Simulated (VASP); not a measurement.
Input of a VASP 6.6.1 run:

INCAR

```
SYSTEM = CdTe
PREC = Accurate
ENCUT = 500
EDIFF = 1E-6
ISMEAR = 0
SIGMA = 0.01
LREAL = .False.
LASPH = .True.
NELM = 120
ALGO = Normal
ISIF = 2
LWAVE = .False.
LCHARG = .True.
GGA = PS
LELF = .True.
LVHAR = .True.
NBANDS = 16
GGA_COMPAT = .False.
```

File KPOINTS:

```
regular mesh
0
Gamma
  4 4 4
  0 0 0
```

Contents of POSCAR:

```
CdTe
1.0
    0.0000000000      3.2583783409      3.2128218933
    3.2583783409      0.0000000000      3.2128218933
    3.2583783409      3.2583783409      0.0000000000
Cd Te
1 1
Direct
    0.0000000000      0.0000000000      0.0000000000
    0.2500000000      0.2500000000      0.2500000000
```

Potentials or basis: VASP PAW PBE potentials, release 64 (Cd, Te).

Run with:

```console
$ cat potpaw_PBE.64/Cd/POTCAR potpaw_PBE.64/Te/POTCAR > POTCAR
$ mpirun -np 1 vasp_std > vasp.out
```

(1) Predict the pressure.

(2) Predict the band gap on the k mesh.

Answers

(1) 0.5 GPa.

(2) 0.61 eV, direct.

Caveat: the PAW data sets were made with another functional, which shifts forces and pressure a little; spin-orbit coupling is left out, which moves the levels of the heavy elements.
